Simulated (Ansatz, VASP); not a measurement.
CsSnI3 in VASP and in Ansatz

File INCAR:

```
SYSTEM = CsSnI3
ALGO     = Normal         ! electronic algorithm
EDIFF    = 1E-6           ! SCF threshold, eV
ENCUT    = 520            ! plane-wave cutoff, eV
GGA      = PE             ! functional
ISIF     = 2              ! what is computed and relaxed
ISMEAR   = 0              ! smearing method
LASPH    = .TRUE.         ! aspherical terms in the spheres
LCHARG   = .FALSE.        ! write CHGCAR
LREAL    = .FALSE.        ! projectors in reciprocal space
LWAVE    = .FALSE.        ! write WAVECAR
NBANDS   = 30             ! bands
NELM     = 60             ! most SCF steps
PREC     = Accurate       ! precision mode
SIGMA    = 0.02           ! smearing width, eV
```

KPOINTS

```
k-points
0
G
  6 6 6
  0 0 0
```

POSCAR

```
CsSnI3
1.0
    6.4386433941      0.0000000000      0.0000000000
    0.0000000000      6.4386433941      0.0000000000
    0.0000000000      0.0000000000      6.4386433941
Cs Sn I
1 1 3
Direct
    0.0000000000      0.0000000000      0.0000000000
    0.5000000000      0.5000000000      0.5000000000
    0.0000000000      0.5000000000      0.5000000000
    0.5000000000      0.0000000000      0.5000000000
    0.5000000000      0.5000000000      0.0000000000
```

Input for Ansatz:

```yaml
crystal:
  lattice:
    - [6.4386433941, 0.0, 0.0]
    - [0.0, 6.4386433941, 0.0]
    - [0.0, 0.0, 6.4386433941]
  atoms:
    - { symbol: Cs, position: [0.0, 0.0, 0.0] }
    - { symbol: Sn, position: [0.5, 0.5, 0.5] }
    - { symbol: I, position: [0.0, 0.5, 0.5] }
    - { symbol: I, position: [0.5, 0.0, 0.5] }
    - { symbol: I, position: [0.5, 0.5, 0.0] }
basis:
  ecutwfc: 420
kpoints:
  mp_grid: { grid: [6, 6, 6] }
  band_path: { path: [VBM, CBM], npoints: 2 }
hamiltonian:
  xc: pbe
scf:
  occupations: { method: gaussian, width: 0.02 }
output:
  forces: true
  stress: true
  eigenvalues: true
checkpoint:
  read: start.run
  write: ck
  compress: false
  write_wavefunctions: false
  write_every: 100000
```

Alike in both runs: task single point; functional PBE; k mesh 6 × 6 × 6; occupations gaussian, width 0.02 eV; no spin polarisation.

|  | VASP | Ansatz |
| --- | --- | --- |
| version | VASP 6.6.1 | Ansatz 0.2.0 |
| potentials or method | VASP PAW PBE potentials, release 64 (Cs_sv, Sn_d, I), cutoff 520 eV | scalar-relativistic, plane waves, PAW |
| valence electrons in the cell | 44 | 74 |

```tsv
	VASP	Ansatz	Ansatz less VASP
gap on the k mesh at the Fermi level (eV)	0.75	0.76	+0.004
least direct gap on the mesh (eV)	0.75	0.76	+0.004
pressure (GPa)	-0.9	-0.9	+0.01
```

VASP's potentials hold 44 valence electrons a cell and Ansatz's 74, so a difference there can come from the potentials and not from the codes.

Neither program's run includes spin-orbit coupling.
